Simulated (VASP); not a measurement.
# SnSe (Pnma) in VASP: single point with r2SCAN

Aim: the single point of SnSe with r2SCAN.

All numbers are computed with VASP 6.6.1; they aren't measurements. Logs are shortened: lines on timing, memory, paths and dates and some standing lists are left out, and cuts for length are marked.

**Measured values to compare with.**

From “Linear dichroism of the optical properties of SnS and SnSe van der Waals crystals”, 2024, arxiv:2409.17412, for a bulk crystal of SnSe at 20 K: band gap 0.99 eV (indirect).

How close the calculation comes is told below.

### Step 1. The cell of the first run

Symmetry: Pnma, No. 62, orthorhombic system. The conventional cell has a = 11.570 Å, b = 4.190 Å, c = 4.460 Å, α = 90.00°, β = 90.00°, γ = 90.00°. Sn (site symmetry m) has 6 Se at 2.77 to 3.47 Å and 2 Sn at 3.56 Å within 3.6 Å. Se (site symmetry m) has 6 Sn at 2.77 to 3.47 Å within 3.6 Å.

### Step 2. Single point, r2SCAN

Input file POSCAR:

```
SnSe
1.0
   11.5700000000      0.0000000000      0.0000000000
    0.0000000000      4.1900000000      0.0000000000
    0.0000000000      0.0000000000      4.4600000000
Sn Se
4 4
Direct
    0.1180000000      0.2500000000      0.1030000000
    0.8820000000      0.7500000000      0.8970000000
    0.3820000000      0.7500000000      0.6030000000
    0.6180000000      0.2500000000      0.3970000000
    0.8550000000      0.2500000000      0.4790000000
    0.1450000000      0.7500000000      0.5210000000
    0.6450000000      0.7500000000      0.9790000000
    0.3550000000      0.2500000000      0.0210000000
```

Input file INCAR.step1:

```
SYSTEM = SnSe
  PREC = Accurate
  ENCUT = 520
  ISMEAR = 0
  SIGMA = 0.1
  LREAL = .False.
  LASPH = .True.
  NELM = 80
  NBANDS = 50
  GGA = PE
  ALGO = Normal
  EDIFF = 1E-4
  LWAVE = .True.
  LCHARG = .False.
```

Input file INCAR.step2:

```
SYSTEM = SnSe
  PREC = Accurate
  ENCUT = 520
  EDIFF = 1E-6
  ISMEAR = 0
  SIGMA = 0.1
  LREAL = .False.
  LASPH = .True.
  NELM = 80
  ALGO = Normal
  ISIF = 2
  LWAVE = .False.
  LCHARG = .True.
  METAGGA = R2SCAN
  LMIXTAU = .True.
  LELF = .True.
  LVHAR = .True.
  NBANDS = 50
  ISTART = 1
```

Input file KPOINTS:

```
Automatic mesh
0
Gamma
  2 4 4
  0 0 0
```

Potentials or basis: VASP PAW PBE potentials, release 64 (Sn_d, Se).

The run is started by

```
cat potpaw_PBE.64/Sn_d/POTCAR potpaw_PBE.64/Se/POTCAR > POTCAR
cp INCAR.step1 INCAR
mpirun -np 1 vasp_std > vasp.out
cp INCAR.step2 INCAR
mpirun -np 1 vasp_std > vasp.out
```

OUTCAR:

```text
SYSTEM = SnSe
   PREC = Accurate
   ENCUT = 520
   EDIFF = 1E-6
   ISMEAR = 0
   LREAL = .False.
   LASPH = .True.
   NELM = 80
   ISIF = 2
   METAGGA = R2SCAN
   ISTART = 1

 ion  position               nearest neighbor table
   1  0.118  0.250  0.103-   8 2.77   6 2.82   6 2.82   2 3.56   2 3.56
   2  0.882  0.750  0.897-   7 2.77   5 2.82   5 2.82   1 3.56   1 3.56
   3  0.382  0.750  0.603-   6 2.77   8 2.82   8 2.82   4 3.56   4 3.56
   4  0.618  0.250  0.397-   5 2.77   7 2.82   7 2.82   3 3.56   3 3.56
   5  0.855  0.250  0.479-   4 2.77   2 2.82   2 2.82
   6  0.145  0.750  0.521-   3 2.77   1 2.82   1 2.82
   7  0.645  0.750  0.979-   2 2.77   4 2.82   4 2.82
   8  0.355  0.250  0.021-   1 2.77   3 2.82   3 2.82

  LATTYP: Found a simple orthorhombic cell.
 ALAT       =     4.1900000000
 B/A-ratio  =     1.0644391408
 C/A-ratio  =     2.7613365155

  Lattice vectors:

 A1 = (   0.0000000000,   4.1900000000,   0.0000000000)
 A2 = (   0.0000000000,   0.0000000000,   4.4600000000)
 A3 = (  11.5700000000,   0.0000000000,   0.0000000000)

Analysis of symmetry for initial positions (statically):
=====================================================================
 Subroutine PRICEL returns:
 Original cell was already a primitive cell.

 Routine SETGRP: Setting up the symmetry group for a
 simple orthorhombic supercell.

 Subroutine GETGRP returns: Found  8 space group operations
 (whereof  2 operations were pure point group operations)
 out of a pool of  8 trial point group operations.

The static configuration has the point symmetry S_2 .
 The point group associated with its full space group is D_2h.

Analysis of symmetry for dynamics (positions and initial velocities):
=====================================================================
 Subroutine PRICEL returns:
 Original cell was already a primitive cell.

 Routine SETGRP: Setting up the symmetry group for a
 simple orthorhombic supercell.

 Subroutine GETGRP returns: Found  8 space group operations
 (whereof  2 operations were pure point group operations)
 out of a pool of  8 trial point group operations.

The dynamic configuration has the point symmetry S_2 .
 The point group associated with its full space group is D_2h.

 Subroutine INISYM returns: Found  8 space group operations
 (whereof  2 operations are pure point group operations),
 and found     1 'primitive' translations

----------------------------------------------------------------------------------------

                                     Primitive cell

  volume of cell :     216.2132

  direct lattice vectors                    reciprocal lattice vectors
    11.570000000  0.000000000  0.000000000     0.086430424  0.000000000  0.000000000
     0.000000000  4.190000000  0.000000000     0.000000000  0.238663484  0.000000000
     0.000000000  0.000000000  4.460000000     0.000000000  0.000000000  0.224215247

  length of vectors
    11.570000000  4.190000000  4.460000000     0.086430424  0.238663484  0.224215247

  position of ions in fractional coordinates (direct lattice)
     0.118000000  0.250000000  0.103000000
     0.882000000  0.750000000  0.897000000
     0.382000000  0.750000000  0.603000000
     0.618000000  0.250000000  0.397000000
     0.855000000  0.250000000  0.479000000
     0.145000000  0.750000000  0.521000000
     0.645000000  0.750000000  0.979000000
     0.355000000  0.250000000  0.021000000

  ion indices of the primitive-cell ions
   primitive index   ion index
                 1           1
                 2           2
                 3           3
                 4           4
                 5           5
                 6           6
                 7           7
                 8           8

----------------------------------------------------------------------------------------

 KPOINTS: Automatic mesh

Automatic generation of k-mesh.
 Grid dimensions read from file:
 generate k-points for:    2    4    4

 Generating k-lattice:

  Cartesian coordinates                     Fractional coordinates (reciprocal lattice)
     0.043215212  0.000000000  0.000000000     0.500000000  0.000000000  0.000000000
     0.000000000  0.059665871  0.000000000     0.000000000  0.250000000  0.000000000
     0.000000000  0.000000000  0.056053812     0.000000000  0.000000000  0.250000000

  Length of vectors
     0.043215212  0.059665871  0.056053812

  Shift w.r.t. Gamma in fractional coordinates (k-lattice)
     0.000000000  0.000000000  0.000000000

 Subroutine IBZKPT returns following result:
 ===========================================

 Found     18 irreducible k-points:

 Following reciprocal coordinates:
            Coordinates               Weight
  0.000000  0.000000  0.000000      1.000000
  0.500000  0.000000  0.000000      1.000000
  0.000000  0.250000  0.000000      2.000000
  0.500000  0.250000  0.000000      2.000000
  0.000000  0.500000  0.000000      1.000000
  0.500000  0.500000  0.000000      1.000000
[... 10 lines left out ...]
  0.000000  0.500000  0.500000      1.000000
  0.500000  0.500000  0.500000      1.000000
   k-points           NKPTS =     18   k-points in BZ     NKDIM =     18   number of bands    NBANDS=     50
   number of dos      NEDOS =    301   number of ions     NIONS =      8
   total plane-waves  NPLWV = 103680
   dimension x,y,z NGX =    90 NGY =   32 NGZ =   36
   dimension x,y,z NGXF=   180 NGYF=   64 NGZF=   72
   ions per type =               4   4
   NGX,Y,Z   is equivalent  to a cutoff of  12.93, 12.70, 13.42 a.u.
   NGXF,Y,Z  is equivalent  to a cutoff of  25.86, 25.39, 26.84 a.u.
 SYSTEM =  SnSe
   PREC   = accura    normal or accurate (medium, high low for compatibility)
   ISTART =      1    job   : 0-new  1-cont  2-samecut
   ICHARG =      0    charge: 1-file 2-atom 10-const
   ISPIN  =      1    spin polarized calculation?
   LNONCOLLINEAR =      F non collinear calculations
   LSORBIT =      F    spin-orbit coupling
   LASPH  =      T    aspherical Exc in radial PAW
   ENCUT  =  520.0 eV  38.22 Ry    6.18 a.u.  21.51  7.79  8.29*2*pi/ulx,y,z
   NELM   =     80;   NELMIN=  2; NELMDL=  0     # of ELM steps
   EDIFF  = 0.1E-05   stopping-criterion for ELM
   LREAL  =      F    real-space projection
   EDIFFG = 0.1E-04   stopping-criterion for IOM
   NSW    =      0    number of steps for IOM
   IBRION =     -1    ionic relax: 0-MD 1-quasi-New 2-CG
   NFREE  =      0    steps in history (QN), initial steepest desc. (CG)
   ISIF   =      2    stress and relaxation
   ISYM   =      2    0-nonsym 1-usesym 2-fastsym
   POTIM  = 0.5000    time-step for ionic-motion
   TEBEG  =    0.0;   TEEND  =   0.0 temperature during run
   PSTRESS=    0.0 pullay stress
   NELECT =      80.0000    total number of electrons
   NUPDOWN=      -1.0000    fix difference up-down
   EMIN   =  10.00;   EMAX   =-10.00  energy-range for DOS
   EFERMI =   0.00;   METHOD = LEGACY
   ISMEAR =     0;   SIGMA  =   0.10  broadening in eV -4-tet -1-fermi 0-gaus
   EFERMI_NEDOS =   21; number of points for ismear=-14 and -15
   IALGO  =     38    algorithm
   IMIX   =      4    mixing-type and parameters
     AMIX     =   0.40;   BMIX     =  1.00
     AMIX_MAG =   1.60;   BMIX_MAG =  1.00
  volume/ion in A,a.u.               =      27.03       182.38
  Fermi-wavevector in a.u.,A,eV,Ry     =   1.175287  2.220971 18.793734  1.381300
  Thomas-Fermi vector in A             =   2.311671
   LORBIT       =      0    0 simple, 1 ext, 2 COOP (PROOUT), +10 PAW based schemes
   METAGGA = R2SCAN    functional components
   LHFCALC =     F    Hartree Fock is set to
   AEXX    =    0.0000 exact exchange contribution
   IVDW    =     0    specifies the selected vdW correction
   LEPSILON=     F    determine dielectric tensor
   LRPA    =     F    only Hartree local field effects (RPA)
 non-spin polarized calculation
 Gauss-broadening in eV      SIGMA  =   0.10
  energy-cutoff  :      520.00
  volume of cell :      216.21
 maximum number of plane-waves:      5868
 NGX is ok and might be reduce to    90
   NGX = 43   NGY = 15   NGZ = 17

 number of electron      79.9999995 magnetization

 Free energy of the ion-electron system (eV)
  ---------------------------------------------------
  ext. energy  EPLUGINS =         0.00000000
  ---------------------------------------------------
  free energy    TOTEN  =      -159.79462914 eV

  energy without entropy =     -159.79462914  energy(sigma->0) =     -159.79462914

 E-fermi :   5.4473     XC(G=0): -10.2071

 val. band max:        4.9534114058   @ k =   0.5000   0.0000   0.5000
 cond. band min:       6.0145014336   @ k =   0.0000   0.0000   0.0000
 fundamental gap:      1.0610900278
 Fermi energy:         5.4473171025

 k-point     1 :       0.0000    0.0000    0.0000
  band No.  band energies     occupation
      1     -16.8713      2.00000
      2     -16.8557      2.00000
      3     -16.8544      2.00000
      4     -16.8523      2.00000
      5     -16.8488      2.00000
      6     -16.8487      2.00000
[... 42 lines left out ...]
     49      10.0673      0.00000
     50      10.1907      0.00000

 k-point     2 :       0.5000    0.0000    0.0000
  band No.  band energies     occupation
      1     -16.8653      2.00000
      2     -16.8653      2.00000
      3     -16.8510      2.00000
      4     -16.8510      2.00000
      5     -16.8506      2.00000
      6     -16.8506      2.00000
[... 42 lines left out ...]
     49      10.4190      0.00000
     50      10.4190      0.00000

 k-point     3 :       0.0000    0.2500    0.0000
  band No.  band energies     occupation
      1     -16.8595      2.00000
      2     -16.8590      2.00000
      3     -16.8568      2.00000
      4     -16.8535      2.00000
      5     -16.8478      2.00000
      6     -16.8454      2.00000
[... 784 lines left out ...]
     49      11.0999      0.00000
     50      11.0999      0.00000

 k-point    18 :       0.5000    0.5000    0.5000
  band No.  band energies     occupation
      1     -16.8727      2.00000
      2     -16.8727      2.00000
      3     -16.8727      2.00000
      4     -16.8727      2.00000
      5     -16.8385      2.00000
      6     -16.8385      2.00000
[... 42 lines left out ...]
     49      12.0609      0.00000
     50      12.0609      0.00000

------------------------ aborting loop because EDIFF is reached ----------------------------------------

  FORCE on cell =-STRESS in cart. coord.  units (eV):
  Direction    XX          YY          ZZ          XY          YZ          ZX
  --------------------------------------------------------------------------------------
  -------------------------------------------------------------------------------------
  Total        0.8545235     -0.1518394      0.0278838      0.0000000      0.0000000      0.0000000
  in kB        6.3321667     -1.1251562      0.2066238      0.0000000      0.0000000      0.0000000
  external PRESSURE =       1.8045448 kB  Pullay stress =       0.0000000 kB

 VOLUME and BASIS-vectors are now :
 -----------------------------------------------------------------------------
  energy-cutoff  :      520.00
  volume of cell :      216.21
      direct lattice vectors                 reciprocal lattice vectors
    11.570000000  0.000000000  0.000000000     0.086430424  0.000000000  0.000000000
     0.000000000  4.190000000  0.000000000     0.000000000  0.238663484  0.000000000
     0.000000000  0.000000000  4.460000000     0.000000000  0.000000000  0.224215247

 POSITION                                       TOTAL-FORCE (eV/Angst)
 -----------------------------------------------------------------------------------
      1.36526      1.04750      0.45938         0.191995     -0.000000      0.156705
     10.20474      3.14250      4.00062        -0.191995     -0.000000     -0.156705
      4.41974      3.14250      2.68938        -0.191995      0.000000      0.156705
      7.15026      1.04750      1.77062         0.191995      0.000000     -0.156705
      9.89235      1.04750      2.13634        -0.091504      0.000000      0.174226
      1.67765      3.14250      2.32366         0.091504     -0.000000     -0.174226
      7.46265      3.14250      4.36634         0.091504      0.000000      0.174226
      4.10735      1.04750      0.09366        -0.091504      0.000000     -0.174226
 -----------------------------------------------------------------------------------
    total drift:                               -0.000000      0.000000      0.000000

  FREE ENERGIE OF THE ION-ELECTRON SYSTEM (eV)
  ---------------------------------------------------
  free  energy   TOTEN  =      -159.7946291412 eV

  energy  without entropy=     -159.7946291412  energy(sigma->0) =     -159.79462914
```

It took 14 min on 1 thread of AMD EPYC 7R43 (Zen 3), shared host; peak memory 0.39 GiB.

Results:

* Free energy: -159.7946 eV
* Pressure: 0.2 GPa
* Largest force: 0.248 eV/Å
* Band gap on the k mesh: 1.06 eV (least direct gap 1.41 eV)

Forces on the atoms (eV/Å):
```
Sn   0.192  0.000  0.157
Sn  -0.192  0.000 -0.157
Sn  -0.192  0.000  0.157
Sn   0.192  0.000 -0.157
Se  -0.092  0.000  0.174
Se   0.092  0.000 -0.174
Se   0.092  0.000  0.174
Se  -0.092  0.000 -0.174
```

Levels at points of the mesh, in eV from the valence-band top:
```
           k point  band 36  band 37  band 38  band 39  band 40  band 41  band 42  band 43  band 44  band 45
(0.00, 0.00, 0.00)    -1.74    -1.50    -1.05    -0.52    -0.34     1.06     3.35     3.57     3.58     3.74
(0.50, 0.00, 0.00)    -1.99    -1.77    -1.77    -0.39    -0.39     2.99     2.99     3.22     3.22     4.16
(0.00, 0.50, 0.00)    -1.57    -0.80    -0.80    -0.62    -0.62     1.49     1.49     1.84     1.84     2.19
(0.50, 0.50, 0.00)    -1.98    -0.81    -0.81    -0.81    -0.81     1.89     1.89     1.89     1.89     2.61
(0.00, 0.00, 0.50)    -1.32    -0.57    -0.57     0.00     0.00     1.67     1.67     2.01     2.01     2.11
(0.50, 0.00, 0.50)    -1.69    -0.31    -0.31     0.00     0.00     1.63     1.63     2.05     2.05     2.15
(0.00, 0.50, 0.50)    -3.04    -2.18    -2.18    -1.30    -1.30     3.08     3.08     3.46     3.46     5.18
(0.50, 0.50, 0.50)    -3.62    -1.43    -1.43    -1.43    -1.43     2.94     2.94     2.94     2.94     5.23
```

Caveat: the PAW data sets were made with another functional, which shifts forces and pressure a little; spin-orbit coupling is left out, which moves the levels of the heavy elements.

### Step 3. Comparison with measurements

Step 2. A measured gap of SnSe is 0.99 eV (indirect; 20 K; “Linear dichroism of the optical properties of SnS and SnSe van der Waals crystals”, 2024, arxiv:2409.17412); the calculated 1.06 eV misses it by +0.07 eV. 2 values of this kind are on record (0.89 to 0.99 eV); this one was drawn at random. Spin-orbit coupling on Se, Sn is left out. The value is that of r2SCAN on a finite k mesh, which can miss the band edges, without temperature or zero-point motion.
